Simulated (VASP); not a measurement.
In, 2 atoms in the cell. Symmetry: P6_3/mmc, No. 194, hexagonal system. Conventional cell: a = 3.335 Å, b = 3.335 Å, c = 5.509 Å, α = 90.00°, β = 90.00°, γ = 120.00°. In (site symmetry -6m2) has 12 In at 3.34 to 3.36 Å within 4.4 Å. This isn't the form of In at room conditions, which is tetragonal.

| Property | Result |
| --- | --- |
| Program | VASP 6.6.1 |
| Task | single point |
| Functional | HSE06 |
| Potentials or basis | VASP PAW PBE potentials, release 64 (In_d) |
| Cutoff | 520 eV |
| k mesh | 4 × 4 × 2 |
| Occupations | fermi-dirac, width 0.05 eV |
| Spin | non-collinear spin, zero start, spin-orbit coupling |
| Starting moments | [[0.0, 0.0, 0.0], [0.0, 0.0, 0.0]] μB |
| Dipole correction | no |
| Grid for exact exchange (PRECFOCK) | Normal |
| Further INCAR settings | ALGO = Normal; EDIFF = 1e-07; NBANDS = 38 |
| Share of exact exchange | 0.25 |
| Screening parameter | 0.2079 1/Å |

Potentials or basis: VASP PAW PBE potentials, release 64 (In_d).

The run is started by

```bash
$ cat potpaw_PBE.64/In_d/POTCAR > POTCAR
$ cp INCAR.step1 INCAR
$ mpirun -np 1 vasp_ncl > vasp.out
$ cp INCAR.step2 INCAR
$ mpirun -np 1 vasp_ncl > vasp.out
```

Hardware: 1 thread of Intel(R) Xeon(R) Platinum 8259CL CPU @ 2.50GHz (Skylake/Cascade Lake), with other jobs on the host.

**Question.** How long does it take, and how much memory?

**Answer.** Run time: 2.4 h on 1 thread of Intel(R) Xeon(R) Platinum 8259CL CPU @ 2.50GHz (Skylake/Cascade Lake), with other jobs on the host, peak memory 0.43 GiB. Counts: k points 8.
